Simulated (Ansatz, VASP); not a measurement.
# Mg: VASP beside Ansatz

```
CELL_PARAMETERS angstrom
3.13250 0.00000 0.00000
-1.56625 2.71283 0.00000
0.00000 0.00000 5.08489
ATOMIC_POSITIONS crystal
Mg 0.33333 0.66667 0.25000
Mg 0.66667 0.33333 0.75000
```

Alike in both runs: task single point; functional LDA; k mesh 12 × 12 × 6; no spin polarisation.

```csv
,VASP,Ansatz
version,VASP 6.6.1,Ansatz 0.2.0
potentials or method,"VASP PAW LDA potentials, release 64 (Mg), cutoff 520 eV","plane waves (420 eV) with PAW, scalar-relativistic"
occupations,"methfessel-paxton of order 1, width 0.6 eV","cold, width 0.6 eV"
valence electrons in the cell,4,20
```

|  | VASP | Ansatz | Ansatz less VASP |
| --- | --- | --- | --- |
| pressure (GPa) | -0.3 | 0.0 | +0.34 |
| traceless stress, the component that is largest in VASP (GPa) | -0.35 | -0.08 | +0.274 |

Ansatz warns that its potentials were made for another functional, while VASP's fit it. LDA's correlation is that of Perdew and Zunger in VASP and of Perdew and Wang (1992) in Ansatz. VASP's potentials hold 4 valence electrons a cell and Ansatz's 20, so a difference there can come from the potentials and not from the codes.
